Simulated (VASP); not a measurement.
Here is a VASP 6.6.1 calculation.

File INCAR:

```
SYSTEM = CaSe
PREC = Accurate
ENCUT = 520
EDIFF = 1E-6
ISMEAR = -1
SIGMA = 0.02
LREAL = .FALSE.
LASPH = .TRUE.
NELM = 100
ALGO = Normal
ISIF = 2
LWAVE = .FALSE.
LCHARG = .FALSE.
GGA = PE
NBANDS = 15
```

KPOINTS

```
regular mesh
0
G
  8 8 8
  0 0 0
```

POSCAR

```
CaSe
1.0
    0.0000000000      2.9675351127      3.0268858150
    2.9675351127      0.0000000000      3.0268858150
    2.9675351127      2.9675351127      0.0000000000
Ca Se
1 1
Direct
    0.0000000000      0.0000000000      0.0000000000
    0.5000000000      0.5000000000      0.5000000000
```

Potentials or basis: VASP PAW PBE potentials, release 64 (Ca_sv, Se).

Command:

```console
$ cat potpaw_PBE.64/Ca_sv/POTCAR potpaw_PBE.64/Se/POTCAR > POTCAR
$ mpirun -np 1 vasp_std > vasp.out
```

**Question.** Estimate the band gap on the k mesh.

**Answer.** 2.09 eV, indirect (least direct gap 2.96 eV).

**Question.** Predict the pressure.

**Answer.** -0.2 GPa.

Stress tensor (GPa, compression positive):
```
 0.35  0.00  0.00
 0.00  0.35  0.00
 0.00  0.00 -1.24
```

Caveat: the cell differs from its parent crystal (uniaxial z strain +2.0%). A k mesh can miss the band edges.
